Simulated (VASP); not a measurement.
The system is Pd.

```
Pd
1.0
     0.00000    1.94490    1.94490
     1.94490    0.00000    1.94490
     1.94490    1.94490    0.00000
Pd
1
Direct
  0.00000 0.00000 0.00000
```

| Property | Result |
| --- | --- |
| Program | VASP 6.6.1 |
| Task | relaxation of cell and atoms |
| Functional | r2SCAN |
| Potentials or basis | VASP PAW PBE potentials, release 64 (Pd) |
| Cutoff | 600 eV |
| k mesh | 14 × 14 × 14 |
| Occupations | fermi-dirac, width 0.05 eV |
| Spin | collinear spin |
| Starting moments | [0.5] μB |

At the start: pressure 4.3 GPa; volume 14.71 Å³/atom.

Task: How do energy, volume and symmetry change on relaxing?

Result: Over 3 steps the energy falls by 4.2 meV/atom and the volume is 15.04 Å³/atom (+2.2 %); space group Fm-3m (No. 225, to 0.1 Å) before and after; moment 0.48 μB per cell.

The path:
```
step  energy change (eV)  largest force (eV/Å)  pressure (GPa)  volume (Å³)
   1              0.0000                0.0000            4.27        14.71
   2              0.0057                0.0000           -5.98        15.56
   3             -0.0042                0.0000            0.00        15.04
```

Final structure:
```
Pd
1.0
     0.00000    1.95936    1.95936
     1.95936    0.00000    1.95936
     1.95936    1.95936    0.00000
Pd
1
Direct
  0.00000 0.00000 0.00000
```

Caveat: the PAW data sets were made with another functional, which shifts forces and pressure a little.
